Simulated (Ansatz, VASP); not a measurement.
# One calculation of Sn3Te, two programs

```xyz
4
Lattice="-2.3009 2.3009 5.5165 2.3009 -2.3009 5.5165 2.3009 2.3009 -5.5165" Properties=species:S:1:pos:R:3 pbc="T T T"
Te    0.0000    0.0000    0.0000
Sn    0.0000    0.0000    5.5165
Sn    2.3009    0.0000    2.7582
Sn    0.0000    2.3009    2.7582
```

Alike in both runs: functional PBEsol; k mesh 5 × 5 × 5; occupations fermi-dirac, width 0.05 eV; no spin polarisation.

|  | VASP | Ansatz |
| --- | --- | --- |
| version | VASP 6.6.1 | Ansatz 0.2.0 |
| potentials or method | VASP PAW PBE potentials, release 64 (Te, Sn_d) | Ansatz PAW |
| plane-wave cutoff (eV) | 520 | 420 |
| valence electrons in the cell | 48 | 58 |
| task | single point | projected density of states |

VASP gave:

- gap on the k mesh at the Fermi level (eV): none
- pressure (GPa): -3.2
- traceless stress, the component that is largest in VASP (GPa): 0.06

Estimate Ansatz's values.

gap on the k mesh at the Fermi level (eV): none; pressure (GPa): -3.2; traceless stress, the component that is largest in VASP (GPa): 0.08.

VASP's potentials were made for PBE, not for PBEsol. A gap of «none» marks a metal or a gap that the smearing closes. The functional is the same, so the differences come from potentials, cutoffs and numerics. VASP's potentials hold 48 valence electrons a cell and Ansatz's 58, so a difference there can come from the potentials and not from the codes.

The k mesh is coarse, so the values compare programs but aren't converged. Neither program's run includes spin-orbit coupling.
